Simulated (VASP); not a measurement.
# C (Fd-3m) in VASP: further runs

C is run at these levels: RPBE, PBEsol; tasks: relaxation of cell and atoms.

Program: VASP 6.6.1. These are calculated values, not measurements. Logs are shortened: lines on timing, memory, paths and dates and some standing lists are left out, and cuts for length are marked.

## 1. The cell of the first run

Symmetry: Fd-3m, No. 227, cubic system. Conventional cell: a = 3.567 Å, b = 3.567 Å, c = 3.567 Å, α = 90.00°, β = 90.00°, γ = 90.00°. C (site symmetry -43m) has 4 C at 1.54 Å within 2.1 Å.

## 2. Relaxation of cell and atoms, RPBE

Contents of INCAR:

```
ALGO     = Normal         # electronic algorithm
EDIFF    = 1E-6           # SCF threshold, eV
EDIFFG   = -0.01          # ionic threshold
ENCUT    = 600            # plane-wave cutoff, eV
GGA      = RP             # functional
IBRION   = 2              # ionic algorithm
ISIF     = 3              # what is computed and relaxed
ISMEAR   = 0              # smearing method
LASPH    = True           # aspherical terms in the spheres
LCHARG   = False          # write CHGCAR
LREAL    = False          # projectors in reciprocal space
LWAVE    = False          # write WAVECAR
NELM     = 100            # most SCF steps
NSW      = 60             # ionic steps
PREC     = Accurate       # precision mode
SIGMA    = 0.01           # smearing width, eV
```

Contents of KPOINTS:

```
k-points
0
Gamma
  10 10 10
```

Contents of POSCAR:

```
C
1.0
    0.0000000000      1.7833700000      1.7833700000
    1.7833700000      0.0000000000      1.7833700000
    1.7833700000      1.7833700000      0.0000000000
C
2
Direct
    0.0000000000      0.0000000000      0.0000000000
    0.2500000000      0.2500000000      0.2500000000
```

Potentials or basis: VASP PAW PBE potentials, release 64 (C).

Started as:

```console
$ cat potpaw_PBE.64/C/POTCAR > POTCAR
$ mpirun -np 1 vasp_std > vasp.out
```

OUTCAR:

```text
EDIFF = 1E-6
   EDIFFG = -0.01
   ENCUT = 600
   GGA = RP
   IBRION = 2
   ISIF = 3
   ISMEAR = 0
   LASPH = True
   LREAL = False
   NELM = 100
   NSW = 60
   PREC = Accurate

 ion  position               nearest neighbor table
   1  0.000  0.000  0.000-   2 1.54   2 1.54   2 1.54   2 1.54
   2  0.250  0.250  0.250-   1 1.54   1 1.54   1 1.54   1 1.54

  LATTYP: Found a face centered cubic cell.
 ALAT       =     3.5667400000

  Lattice vectors:

 A1 = (   0.0000000000,   1.7833700000,   1.7833700000)
 A2 = (   1.7833700000,   0.0000000000,   1.7833700000)
 A3 = (   1.7833700000,   1.7833700000,   0.0000000000)

Analysis of symmetry for initial positions (statically):
=====================================================================
 Subroutine PRICEL returns:
 Original cell was already a primitive cell.

 Routine SETGRP: Setting up the symmetry group for a
 face centered cubic supercell.

 Subroutine GETGRP returns: Found 48 space group operations
 (whereof 24 operations were pure point group operations)
 out of a pool of 48 trial point group operations.

The static configuration has the point symmetry T_d .
 The point group associated with its full space group is O_h .

Analysis of symmetry for dynamics (positions and initial velocities):
=====================================================================
 Subroutine PRICEL returns:
 Original cell was already a primitive cell.

 Routine SETGRP: Setting up the symmetry group for a
 face centered cubic supercell.

 Subroutine GETGRP returns: Found 48 space group operations
 (whereof 24 operations were pure point group operations)
 out of a pool of 48 trial point group operations.

The dynamic configuration has the point symmetry T_d .
 The point group associated with its full space group is O_h .

 Subroutine INISYM returns: Found 48 space group operations
 (whereof 24 operations are pure point group operations),
 and found     1 'primitive' translations

----------------------------------------------------------------------------------------

                                     Primitive cell

  volume of cell :      11.3437

  direct lattice vectors                    reciprocal lattice vectors
     0.000000000  1.783370000  1.783370000    -0.280368067  0.280368067  0.280368067
     1.783370000  0.000000000  1.783370000     0.280368067 -0.280368067  0.280368067
     1.783370000  1.783370000  0.000000000     0.280368067  0.280368067 -0.280368067

  length of vectors
     2.522066041  2.522066041  2.522066041     0.485611737  0.485611737  0.485611737

  position of ions in fractional coordinates (direct lattice)
     0.000000000  0.000000000  0.000000000
     0.250000000  0.250000000  0.250000000

  ion indices of the primitive-cell ions
   primitive index   ion index
                 1           1
                 2           2

----------------------------------------------------------------------------------------

 KPOINTS: k-points

Automatic generation of k-mesh.
 Grid dimensions read from file:
 generate k-points for:   10   10   10

 Generating k-lattice:

  Cartesian coordinates                     Fractional coordinates (reciprocal lattice)
    -0.028036807  0.028036807  0.028036807     0.100000000  0.000000000  0.000000000
     0.028036807 -0.028036807  0.028036807     0.000000000  0.100000000  0.000000000
     0.028036807  0.028036807 -0.028036807     0.000000000  0.000000000  0.100000000

  Length of vectors
     0.048561174  0.048561174  0.048561174

  Shift w.r.t. Gamma in fractional coordinates (k-lattice)
     0.000000000  0.000000000  0.000000000

 Subroutine IBZKPT returns following result:
 ===========================================

 Found     47 irreducible k-points:

 Following reciprocal coordinates:
            Coordinates               Weight
  0.000000  0.000000  0.000000      1.000000
  0.100000  0.000000  0.000000      8.000000
  0.200000  0.000000  0.000000      8.000000
  0.300000  0.000000  0.000000      8.000000
  0.400000  0.000000  0.000000      8.000000
  0.500000  0.000000  0.000000      4.000000
[... 16 lines left out ...]
  0.300000  0.300000  0.000000      6.000000
  0.400000  0.300000  0.000000     24.000000
 [... further k-points ...]
   k-points           NKPTS =     47   k-points in BZ     NKDIM =     47   number of bands    NBANDS=      8
   number of dos      NEDOS =    301   number of ions     NIONS =      2
   total plane-waves  NPLWV =   8000
   dimension x,y,z NGX =    20 NGY =   20 NGZ =   20
   dimension x,y,z NGXF=    40 NGYF=   40 NGZF=   40
   ions per type =               2
   NGX,Y,Z   is equivalent  to a cutoff of  13.18, 13.18, 13.18 a.u.
   NGXF,Y,Z  is equivalent  to a cutoff of  26.37, 26.37, 26.37 a.u.
 SYSTEM =  unknown system
   PREC   = accura    normal or accurate (medium, high low for compatibility)
   ISTART =      0    job   : 0-new  1-cont  2-samecut
   ICHARG =      2    charge: 1-file 2-atom 10-const
   ISPIN  =      1    spin polarized calculation?
   LNONCOLLINEAR =      F non collinear calculations
   LSORBIT =      F    spin-orbit coupling
   LASPH  =      T    aspherical Exc in radial PAW
   ENCUT  =  600.0 eV  44.10 Ry    6.64 a.u.   5.04  5.04  5.04*2*pi/ulx,y,z
   NELM   =    100;   NELMIN=  2; NELMDL= -5     # of ELM steps
   EDIFF  = 0.1E-05   stopping-criterion for ELM
   LREAL  =      F    real-space projection
   EDIFFG = -.1E-01   stopping-criterion for IOM
   NSW    =     60    number of steps for IOM
   IBRION =      2    ionic relax: 0-MD 1-quasi-New 2-CG
   NFREE  =      1    steps in history (QN), initial steepest desc. (CG)
   ISIF   =      3    stress and relaxation
   ISYM   =      2    0-nonsym 1-usesym 2-fastsym
   POTIM  = 0.5000    time-step for ionic-motion
   TEBEG  =    0.0;   TEEND  =   0.0 temperature during run
   PSTRESS=    0.0 pullay stress
   NELECT =       8.0000    total number of electrons
   NUPDOWN=      -1.0000    fix difference up-down
   EMIN   =  10.00;   EMAX   =-10.00  energy-range for DOS
   EFERMI =   0.00;   METHOD = LEGACY
   ISMEAR =     0;   SIGMA  =   0.01  broadening in eV -4-tet -1-fermi 0-gaus
   EFERMI_NEDOS =   21; number of points for ismear=-14 and -15
   IALGO  =     38    algorithm
   IMIX   =      4    mixing-type and parameters
     AMIX     =   0.40;   BMIX     =  1.00
     AMIX_MAG =   1.60;   BMIX_MAG =  1.00
  volume/ion in A,a.u.               =       5.67        38.28
  Fermi-wavevector in a.u.,A,eV,Ry     =   1.457203  2.753714 28.891161  2.123440
  Thomas-Fermi vector in A             =   2.574032
   LORBIT       =      0    0 simple, 1 ext, 2 COOP (PROOUT), +10 PAW based schemes
   GGA     = RP    functional components
   LHFCALC =     F    Hartree Fock is set to
   AEXX    =    0.0000 exact exchange contribution
   IVDW    =     0    specifies the selected vdW correction
   LEPSILON=     F    determine dielectric tensor
   LRPA    =     F    only Hartree local field effects (RPA)
 conjugate gradient relaxation of ions
 non-spin polarized calculation
 Gauss-broadening in eV      SIGMA  =   0.01
  energy-cutoff  :      600.00
  volume of cell :       11.34
 maximum number of plane-waves:       388
   NGX =  9   NGY =  9   NGZ =  9

--------------------------------------- Ionic step        1  -------------------------------------------

 number of electron       7.9999999 magnetization

 Free energy of the ion-electron system (eV)
  ---------------------------------------------------
  ext. energy  EPLUGINS =         0.00000000
  ---------------------------------------------------
  free energy    TOTEN  =       -17.23444719 eV

  energy without entropy =      -17.23444719  energy(sigma->0) =      -17.23444719

------------------------ aborting loop because EDIFF is reached ----------------------------------------

  FORCE on cell =-STRESS in cart. coord.  units (eV):
  Direction    XX          YY          ZZ          XY          YZ          ZX
  --------------------------------------------------------------------------------------
  -------------------------------------------------------------------------------------
  Total        0.5486294      0.5486294      0.5486294     -0.0000000      0.0000000      0.0000000
  in kB       77.4881534     77.4881534     77.4881534     -0.0000000      0.0000000      0.0000000
  external PRESSURE =      77.4881534 kB  Pullay stress =       0.0000000 kB

 VOLUME and BASIS-vectors are now :
 -----------------------------------------------------------------------------
  energy-cutoff  :      600.00
  volume of cell :       11.34
      direct lattice vectors                 reciprocal lattice vectors
     0.000000000  1.783370000  1.783370000    -0.280368067  0.280368067  0.280368067
     1.783370000  0.000000000  1.783370000     0.280368067 -0.280368067  0.280368067
     1.783370000  1.783370000  0.000000000     0.280368067  0.280368067 -0.280368067
[... 37 lines left out ...]
 POSITION                                       TOTAL-FORCE (eV/Angst)
 -----------------------------------------------------------------------------------
      0.00000      0.00000      0.00000        -0.000000     -0.000000     -0.000000
      0.90349      0.90349      0.90349         0.000000      0.000000      0.000000
 -----------------------------------------------------------------------------------
    total drift:                                0.000000      0.000000      0.000000

  FREE ENERGIE OF THE ION-ELECTRON SYSTEM (eV)
  ---------------------------------------------------
  free  energy   TOTEN  =       -17.2324195973 eV

  energy  without entropy=      -17.2324195973  energy(sigma->0) =      -17.23241960

--------------------------------------- Ionic step        3  -------------------------------------------

 number of electron       8.0000000 magnetization

 Free energy of the ion-electron system (eV)
  ---------------------------------------------------
  ext. energy  EPLUGINS =         0.00000000
  ---------------------------------------------------
  free energy    TOTEN  =       -17.23932221 eV

  energy without entropy =      -17.23932221  energy(sigma->0) =      -17.23932221

 E-fermi :   9.7510     XC(G=0): -13.0739

 val. band max:        9.5912166109   @ k =   0.0000   0.0000   0.0000
 cond. band min:      13.7201997655   @ k =   0.4000   0.4000   0.0000
 fundamental gap:      4.1289831546
 Fermi energy:         9.7509754498

 k-point     1 :       0.0000    0.0000    0.0000
  band No.  band energies     occupation
      1     -11.7221      2.00000
      2       9.5912      2.00000
      3       9.5912      2.00000
      4       9.5912      2.00000
      5      15.1357      0.00000
      6      15.1357      0.00000
      7      15.1357      0.00000
      8      22.4558      0.00000

 k-point     2 :       0.1000    0.0000    0.0000
  band No.  band energies     occupation
      1     -11.4487      2.00000
      2       7.9269      2.00000
      3       9.1515      2.00000
      4       9.1515      2.00000
      5      15.7137      0.00000
      6      15.7137      0.00000
      7      16.0531      0.00000
      8      22.7279      0.00000
[... 221 lines left out ...]
 k-point    23 :       0.3000    0.3000    0.0000
  band No.  band energies     occupation
      1      -8.4897      2.00000
      2       3.4922      2.00000
      3       4.7779      2.00000
      4       4.7779      2.00000
      5      13.7804      0.00000
      6      18.1972      0.00000
      7      22.5464      0.00000
      8      22.5464      0.00000

 k-point    24 :       0.4000    0.3000    0.0000
  band No.  band energies     occupation
      1      -7.1889      2.00000
      2       1.5407      2.00000
      3       3.6932      2.00000
      4       4.3131      2.00000
      5      14.3348      0.00000
      6      17.5503      0.00000
      7      23.5230      0.00000
      8      23.5572      0.00000

 [... further k-points ...]

------------------------ aborting loop because EDIFF is reached ----------------------------------------

  FORCE on cell =-STRESS in cart. coord.  units (eV):
  Direction    XX          YY          ZZ          XY          YZ          ZX
  --------------------------------------------------------------------------------------
  -------------------------------------------------------------------------------------
  Total       -0.0012282     -0.0012282     -0.0012282      0.0000000      0.0000000      0.0000000
  in kB       -0.1703765     -0.1703765     -0.1703765      0.0000000      0.0000000      0.0000000
  external PRESSURE =      -0.1703765 kB  Pullay stress =       0.0000000 kB

 VOLUME and BASIS-vectors are now :
 -----------------------------------------------------------------------------
  energy-cutoff  :      600.00
  volume of cell :       11.55
      direct lattice vectors                 reciprocal lattice vectors
    -0.000000000  1.794081531  1.794081531    -0.278694135  0.278694135  0.278694135
     1.794081531  0.000000000  1.794081531     0.278694135 -0.278694135  0.278694135
     1.794081531  1.794081531  0.000000000     0.278694135  0.278694135 -0.278694135

 POSITION                                       TOTAL-FORCE (eV/Angst)
 -----------------------------------------------------------------------------------
      0.00000      0.00000      0.00000         0.000000      0.000000      0.000000
      0.89704      0.89704      0.89704        -0.000000     -0.000000     -0.000000
 -----------------------------------------------------------------------------------
    total drift:                                0.000000      0.000000      0.000000

  FREE ENERGIE OF THE ION-ELECTRON SYSTEM (eV)
  ---------------------------------------------------
  free  energy   TOTEN  =       -17.2393222122 eV

  energy  without entropy=      -17.2393222122  energy(sigma->0) =      -17.23932221

 reached required accuracy - stopping structural energy minimisation
```

Run time: 7.2 s. Hardware: 1 thread of Intel Xeon Platinum 8488C (Sapphire Rapids), shared host; peak memory 0.11 GiB.

What came out:

* Free energy: -17.2393 eV
* Relaxed volume: 5.77 Å³/atom
* Relaxed cell: a = 2.537 Å, b = 2.537 Å, c = 2.537 Å, α = 60.00°, β = 60.00°, γ = 60.00°
* Space group after relaxing (to 0.05 Å): Fd-3m (No. 227)
* Energy gained by relaxing: 2.4 meV/atom
* Ionic steps: 3
* Pressure after relaxing: 0.0 GPa
* Band gap on the k mesh: 4.13 eV, indirect (least direct gap 5.54 eV)

Step by step:
| step | energy change (eV) | largest force (eV/Å) | pressure (GPa) | volume (Å³) |
| --- | --- | --- | --- | --- |
| 1 | 0.0000 | 0.0000 | 7.75 | 11.34 |
| 2 | 0.0020 | 0.0000 | -8.64 | 11.80 |
| 3 | -0.0049 | 0.0000 | -0.02 | 11.55 |

Final structure:
```xyz
2
Lattice="0.0000 1.7941 1.7941 1.7941 0.0000 1.7941 1.7941 1.7941 0.0000" Properties=species:S:1:pos:R:3 pbc="T T T"
C     0.0000    0.0000    0.0000
C     0.8970    0.8970    0.8970
```

Levels at points of the mesh, in eV from the valence-band top:
```csv
k point,band 1,band 2,band 3,band 4,band 5,band 6,band 7,band 8
"(0.00, 0.00, 0.00)",-21.31,0.00,0.00,0.00,5.54,5.54,5.54,12.86
"(0.50, 0.00, 0.00)",-15.66,-13.20,-2.76,-2.76,8.40,8.40,8.55,15.64
"(0.50, 0.50, 0.00)",-12.71,-12.71,-6.21,-6.21,4.72,4.72,16.62,16.62
```

Caveat: the PAW data sets were made with another functional, which shifts forces and pressure a little. Expect the measured gap to be larger: semilocal functionals such as RPBE lack the derivative discontinuity.

## 3. Relaxation of cell and atoms, PBEsol

Contents of INCAR:

```
ALGO = Normal
EDIFF = 1E-7
EDIFFG = -0.01
ENCUT = 600
GGA = PS
IBRION = 2
ISIF = 3
ISMEAR = 0
LASPH = True
LCHARG = False
LREAL = False
LWAVE = False
NELM = 100
NSW = 60
PREC = Accurate
SIGMA = 0.01
```

KPOINTS is that of step 2.

POSCAR is that of step 2.

Potentials or basis: VASP PAW PBE potentials, release 64 (C).

Started as:

```console
$ cat potpaw_PBE.64/C/POTCAR > POTCAR
$ mpirun -np 1 vasp_std > vasp.out
```

Wall time 9.5 s (1 thread of Intel Xeon Platinum 8488C (Sapphire Rapids), shared host); peak memory 0.11 GiB.

The run converged. Its results:

```yaml
Free_energy: -19.2547 eV
Relaxed_volume: 5.62 Å³/atom
Relaxed_cell: a = 2.514 Å, b = 2.514 Å, c = 2.514 Å, α = 60.00°, β = 60.00°, γ = 60.00°
Space_group_after_relaxing_to_0.05_Å: Fd-3m (No. 227)
Energy_gained_by_relaxing: 0.8 meV/atom
Ionic_steps: 3
Pressure_after_relaxing: 0.0 GPa
Band_gap_on_the_k_mesh: 4.06 eV, indirect (least direct gap 5.57 eV)
```

The path:
| step | energy change (eV) | largest force (eV/Å) | pressure (GPa) | volume (Å³) |
| --- | --- | --- | --- | --- |
| 1 | 0.0000 | 0.0000 | -4.40 | 11.34 |
| 2 | 0.0010 | 0.0000 | 5.82 | 11.09 |
| 3 | -0.0016 | 0.0000 | -0.01 | 11.23 |

Final structure:
```xyz
2
Lattice="0.0000 1.7775 1.7775 1.7775 0.0000 1.7775 1.7775 1.7775 0.0000" Properties=species:S:1:pos:R:3 pbc="T T T"
C     0.0000    0.0000    0.0000
C     0.8887    0.8887    0.8887
```

Levels at points of the mesh, in eV from the valence-band top:
| k point | band 2 | band 3 | band 4 | band 5 | band 6 | band 7 |
| --- | --- | --- | --- | --- | --- | --- |
| (0.00, 0.00, 0.00) | 0.00 | 0.00 | 0.00 | 5.57 | 5.57 | 5.57 |
| (0.50, 0.00, 0.00) | -13.58 | -2.84 | -2.84 | 8.43 | 8.43 | 8.97 |
| (0.50, 0.50, 0.00) | -12.85 | -6.40 | -6.40 | 4.62 | 4.62 | 16.93 |

Caveat: the PAW data sets were made with another functional, which shifts forces and pressure a little.
